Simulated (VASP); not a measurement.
NaI:

```xyz
4
Lattice="5.1350 0.0000 0.0000 -2.5675 4.4470 0.0000 0.0000 0.0000 8.4487" Properties=species:S:1:pos:R:3 pbc="T T T"
Na    0.0000    2.9647    3.1525
Na    2.5675    1.4823    7.3768
I     0.0000    2.9647    0.0000
I     2.5675    1.4823    4.2243
```

| Property | Result |
| --- | --- |
| Program | VASP 6.6.1 |
| Task | relaxation of cell and atoms |
| Functional | PBE |
| Potentials or basis | VASP PAW PBE potentials, release 64 (Na_pv, I) |
| Cutoff | 600 eV |
| k mesh | 6 × 6 × 4 |
| Occupations | gaussian, width 0.02 eV |
| Spin | no spin polarisation |

At the start: pressure -0.5 GPa; volume 48.23 Å³/atom.

**Question.** Where does the relaxation end?

**Answer.** Over 12 steps the energy falls by 4.5 meV/atom and the volume is 45.85 Å³/atom (-4.9 %); space group P6_3mc (No. 186, to 0.05 Å).

The path:
| step | energy change (eV) | largest force (eV/Å) | pressure (GPa) | volume (Å³) |
| --- | --- | --- | --- | --- |
| 1 | 0.0000 | 0.0149 | -0.45 | 192.93 |
| 2 | -0.0089 | 0.0173 | -0.28 | 189.15 |
| 3 | -0.0138 | 0.0224 | -0.02 | 184.34 |
| 4 | -0.0139 | 0.0232 | 0.01 | 183.77 |
| 5 | -0.0141 | 0.0231 | 0.01 | 183.78 |
| 6 | -0.0147 | 0.0228 | 0.01 | 183.81 |
| 7 | -0.0157 | 0.0222 | 0.00 | 183.85 |
| 8 | -0.0170 | 0.0229 | -0.01 | 183.92 |
| 9 | -0.0170 | 0.0303 | -0.04 | 183.94 |
| 10 | -0.0173 | 0.0269 | -0.02 | 183.95 |
| 11 | -0.0177 | 0.0162 | -0.02 | 183.73 |
| 12 | -0.0180 | 0.0004 | 0.00 | 183.38 |

Final structure:
```
CELL_PARAMETERS angstrom
5.14861 0.00000 0.00000
-2.57431 4.45883 0.00000
0.00000 0.00000 7.98826
ATOMIC_POSITIONS crystal
Na 0.33333 0.66667 0.38128
Na 0.66667 0.33333 0.88128
I 0.33333 0.66667 0.99185
I 0.66667 0.33333 0.49185
```
